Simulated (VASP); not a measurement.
Input of a VASP 6.6.1 run:

File INCAR:

```
SYSTEM = Al13B3N16
PREC = Accurate ; ENCUT = 700
EDIFF = 1E-6 ; ISMEAR = -1
SIGMA = 0.05 ; LREAL = Auto
LASPH = .True. ; NELM = 120
ALGO = Normal ; ISIF = 2
LWAVE = .False. ; LCHARG = .False.
GGA = PS ; ISYM = -1
NBANDS = 246 ; GGA_COMPAT = .False.
```

The input KPOINTS:

```
explicit points
1
Reciprocal
  0.25000000   0.25000000   0.25000000 1
```

The input POSCAR:

```
Al13B3N16
1.0
    9.0149410000      0.0000000000      0.0000000000
    0.0000000000     10.4095570000      0.0000000000
    0.0000000000      0.0000000000      9.6705670000
B Al N
9 39 48
Direct
    0.1679210000      0.0820600000      0.2495040000
    0.5018650000      0.0836720000      0.2465050000
    0.4990580000      0.0840690000      0.7495900000
    0.8350640000      0.0811190000      0.7475180000
    0.4974140000      0.5815600000      0.7460050000
    0.8357350000      0.5817700000      0.2471040000
    0.1630150000      0.4150090000      0.9996770000
    0.6665840000      0.1640160000      0.4990580000
    0.4969880000      0.9136190000      0.0016260000
    0.1650430000      0.0840060000      0.7484130000
    0.0023660000      0.3342660000      0.2507190000
    0.0020380000      0.3336320000      0.7469070000
    0.3326390000      0.3330290000      0.2499780000
    0.3342090000      0.3357420000      0.7492840000
    0.1644360000      0.5847110000      0.2490190000
    0.1679420000      0.5851680000      0.7492820000
    0.9991020000      0.8337220000      0.2469770000
    0.9996400000      0.8340030000      0.7472630000
    0.8349940000      0.0817390000      0.2452340000
    0.6716560000      0.3342810000      0.2469980000
    0.6642360000      0.3306150000      0.7501540000
    0.4993640000      0.5818240000      0.2470670000
    0.3310320000      0.8354530000      0.2468600000
    0.3314180000      0.8328390000      0.7524760000
    0.8353290000      0.5843780000      0.7491690000
    0.6640880000      0.8332600000      0.2497700000
    0.6688140000      0.8309590000      0.7535900000
    0.0003060000      0.1674800000      0.4980040000
    0.0000730000      0.1705600000      0.9988790000
    0.3335260000      0.1666290000      0.4967090000
    0.3322870000      0.1648190000      0.9997720000
    0.1726680000      0.4156000000      0.4987180000
    0.0035730000      0.6659590000      0.4992170000
    0.0006770000      0.6668130000      0.9978470000
    0.6699750000      0.1664450000      0.9950900000
    0.5007340000      0.4155500000      0.4985380000
    0.4994050000      0.4159480000      0.0002030000
    0.3330980000      0.6698930000      0.4981390000
    0.3349280000      0.6688890000      0.0007130000
    0.1680430000      0.9144830000      0.4960300000
    0.1697050000      0.9178710000      0.0000120000
    0.8331370000      0.4174710000      0.5000840000
    0.8331980000      0.4173760000      0.9987190000
    0.6678020000      0.6656080000      0.4998490000
    0.6690110000      0.6652400000      0.9996370000
    0.5008070000      0.9144550000      0.4999270000
    0.8319620000      0.9138870000      0.4992370000
    0.8330400000      0.9147100000      0.9998390000
    0.0034200000      0.1636650000      0.1908010000
    0.9962720000      0.1688710000      0.6903270000
    0.3319330000      0.1674560000      0.1896720000
    0.3354310000      0.1672790000      0.6888580000
    0.1663480000      0.4146560000      0.1885880000
    0.1664980000      0.4151580000      0.6898190000
    0.0010230000      0.6628380000      0.1870480000
    0.0007380000      0.6660190000      0.6930230000
    0.6648740000      0.1665770000      0.1892020000
    0.6702150000      0.1678430000      0.6896120000
    0.4983550000      0.4172820000      0.1876770000
    0.4978550000      0.4179170000      0.6908730000
    0.3309680000      0.6678050000      0.1891120000
    0.3296350000      0.6665330000      0.6898260000
    0.1681920000      0.9181520000      0.1896880000
    0.1687770000      0.9158450000      0.6920460000
    0.8358990000      0.4185990000      0.1908310000
    0.8337070000      0.4159100000      0.6888290000
    0.6648790000      0.6663190000      0.1878440000
    0.6655730000      0.6657870000      0.6876910000
    0.5004790000      0.9160840000      0.1879810000
    0.5037450000      0.9157210000      0.6876550000
    0.8360880000      0.9177820000      0.1893350000
    0.8374030000      0.9169570000      0.6892560000
    0.1636830000      0.0825020000      0.4369900000
    0.1630600000      0.0820510000      0.9382090000
    0.9997620000      0.3330660000      0.4364850000
    0.0011140000      0.3303940000      0.9405470000
    0.4974680000      0.0826940000      0.4373700000
    0.5010890000      0.0841960000      0.9402480000
    0.3332740000      0.3325710000      0.4374260000
    0.3331990000      0.3333070000      0.9397230000
    0.1683740000      0.5828880000      0.4421950000
    0.1661660000      0.5848030000      0.9376290000
    0.0001650000      0.8297170000      0.4409740000
    0.9999070000      0.8345540000      0.9397700000
    0.8324330000      0.0850980000      0.4347510000
    0.8331310000      0.0813770000      0.9393350000
    0.6661110000      0.3348010000      0.4383600000
    0.6680360000      0.3322930000      0.9397010000
    0.4981440000      0.5836450000      0.4392540000
    0.4976330000      0.5844050000      0.9409080000
    0.3329500000      0.8352150000      0.4385480000
    0.3339970000      0.8335690000      0.9351030000
    0.8314250000      0.5824420000      0.4425450000
    0.8325060000      0.5818940000      0.9383920000
    0.6596170000      0.8326780000      0.4400440000
    0.6639470000      0.8315110000      0.9394360000
```

Potentials or basis: VASP PAW PBE potentials, release 64 (B, Al, N).

Launch:

```console
$ cat potpaw_PBE.64/B/POTCAR potpaw_PBE.64/Al/POTCAR potpaw_PBE.64/N/POTCAR > POTCAR
$ mpirun -np 1 vasp_std > vasp.out
```

Task: What does it give for the pressure?

Result: 7.4 GPa.

Task: Predict the largest force.

Result: 4.797 eV/Å.

Task: What does it give for the band gap on the k mesh?

Result: 4.93 eV.

Stress tensor (GPa, compression positive):
```
 7.34 -1.20 -0.40
-1.20  7.22 -0.40
-0.40 -0.40  7.61
```

Caveat: the cell stands under pressure; the PAW data sets were made with another functional, which shifts forces and pressure a little; a shifted mesh leaves out Γ, where band edges can lie. A k mesh can miss the band edges.
